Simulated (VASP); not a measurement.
Mg: single point with PBEsol

The system is Mg.

```
Mg
1.0
     3.20623    0.00000    0.00000
    -1.60312    2.77668    0.00000
     0.00000    0.00000    5.07716
Mg
2
Direct
  0.66667 0.33333 0.25000
  0.33333 0.66667 0.75000
```

```
Program                : VASP 6.6.1
Task                   : single point
Functional             : PBEsol
Potentials or basis    : VASP PAW PBE potentials, release 64 (Mg)
Cutoff                 : 520 eV
k mesh                 : 12 × 12 × 7
Occupations            : gaussian, width 0.1 eV
Spin                   : no spin polarisation
Dipole correction      : no
Further INCAR settings : ALGO = Normal; EDIFF = 1e-07; NBANDS = 9
```

- Pressure: -0.2 GPa
- Band gap on the k mesh: zero (band 2 reaches 3.61 eV, above the bottom of band 3 at 1.67 eV)

Stress tensor (GPa, compression positive):
```
-0.36  0.00  0.00
 0.00 -0.36  0.00
 0.00  0.00  0.08
```

Levels at points of the mesh, in eV from the Fermi level:
| k point | band 1 | band 2 | band 3 | band 4 | band 5 | band 6 | band 7 |
| --- | --- | --- | --- | --- | --- | --- | --- |
| (0.00, 0.00, 0.00) | -6.93 | -1.51 | -0.93 | 10.82 | 10.82 | 10.91 | 10.91 |
| (0.50, 0.00, 0.00) | -2.16 | -2.16 | 2.79 | 3.15 | 3.57 | 3.91 | 6.77 |

Run time: 7.8 s on 1 thread of Intel(R) Xeon(R) 6975P-C (Granite Rapids), with other jobs on the host, peak memory 0.17 GiB.

Caveat: the PAW data sets were made with another functional, which shifts forces and pressure a little.
